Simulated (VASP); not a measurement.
TiSi, 2 atoms in the cell. It takes space group F-43m (No. 216, cubic). Conventional cell: a = 5.367 Å, b = 5.367 Å, c = 5.367 Å, α = 90.00°, β = 90.00°, γ = 90.00°. Within 3.1 Å of Ti (site symmetry -43m) lie 4 Si at 2.32 Å. Si (site symmetry -43m) has 4 Ti at 2.32 Å within 3.1 Å. 

- Program: VASP 6.6.1
- Task: relaxation of cell and atoms
- Functional: r2SCAN
- Potentials or basis: VASP PAW PBE potentials, release 64 (Ti_sv, Si)
- Cutoff: 600 eV
- k mesh: 6 × 6 × 6
- Occupations: gaussian, width 0.1 eV
- Spin: no spin polarisation
- Dipole correction: no
- Further INCAR settings: ALGO = Normal; EDIFF = 1e-06; IBRION = 2; EDIFFG = -0.05; NSW = 100; ISIF = 3

Potentials or basis: VASP PAW PBE potentials, release 64 (Ti_sv, Si).

Launch:

```console
$ cat potpaw_PBE.64/Ti_sv/POTCAR potpaw_PBE.64/Si/POTCAR > POTCAR
$ cp INCAR.step1 INCAR
$ mpirun -np 1 vasp_std > vasp.out
$ cp INCAR.step2 INCAR
$ mpirun -np 1 vasp_std > vasp.out
```

Hardware: 1 thread of Intel Xeon 8259CL (shared host).

Estimate the wall time of this run.

Wall time 2.6 min on 1 thread of Intel Xeon 8259CL, with other jobs on the host, peak memory 0.18 GiB. Counts: k points 16, ion steps 3.
